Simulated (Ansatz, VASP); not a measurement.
One calculation of C, two programs

The input INCAR:

```
SYSTEM = C
  PREC = Accurate
  ENCUT = 520
  EDIFF = 1E-6
  ISMEAR = -1
  SIGMA = 0.02
  LREAL = .False.
  LASPH = .True.
  NELM = 100
  ALGO = Normal
  ISIF = 2
  LWAVE = .False.
  LCHARG = .False.
  GGA = PE
  NBANDS = 11
```

Contents of KPOINTS:

```
regular mesh
0
Gamma
  12 12 12
  0 0 0
```

The input POSCAR:

```
C
1.0
    0.0000000000      1.7801241425      1.7979253840
    1.7801241425      0.0000000000      1.7979253840
    1.7801241425      1.7801241425      0.0000000000
C
2
Direct
    0.0000000000      0.0000000000      0.0000000000
    0.2500000000      0.2500000000      0.2500000000
```

Input for Ansatz:

```yaml
crystal:
  lattice:
    - [0.0, 1.7801241425, 1.797925384]
    - [1.7801241425, 0.0, 1.797925384]
    - [1.7801241425, 1.7801241425, 0.0]
  atoms:
    - { symbol: C, position: [0.0, 0.0, 0.0] }
    - { symbol: C, position: [0.25, 0.25, 0.25] }
kpoints:
  mp_grid: { grid: [12, 12, 12] }
  band_path:
    path:
      - [0.0, 0.0, 0.0]
      - [0.5, 0.0, 0.5]
      - [0.625, 0.25, 0.625]
      - [0.375, 0.375, 0.75]
      - [0.5, 0.5, 0.5]
      - [0.5, 0.25, 0.75]
      - [0.0, 0.363281, 0.363281]
    npoints: 1
hamiltonian:
  xc: pbe
scf:
  occupations: { method: fermi_dirac, width: 0.02 }
  n_extra_bands: 4
output:
  forces: true
  stress: true
  eigenvalues: true
```

Change from the starting cell: uniaxial_z strain +1.0%.

Alike in both runs: task single point; functional PBE; k mesh 12 × 12 × 12; occupations fermi-dirac, width 0.02 eV; no spin polarisation.

|  | VASP | Ansatz |
| --- | --- | --- |
| version | VASP 6.6.1 | Ansatz 0.2.0 |
| potentials or method | VASP PAW PBE potentials, release 64 (C) | plane waves, PAW |
| plane-wave cutoff (eV) | 520 | 420 |
| valence electrons in the cell | 8 | 8 |

|  | VASP | Ansatz | Ansatz less VASP |
| --- | --- | --- | --- |
| gap on the k mesh at the Fermi level (eV) | 4.02 | 4.02 | +0.007 |
| pressure (GPa) | 0.5 | -0.2 | -0.66 |
| traceless stress, the component that is largest in VASP (GPa) | -6.20 | -6.21 | -0.004 |
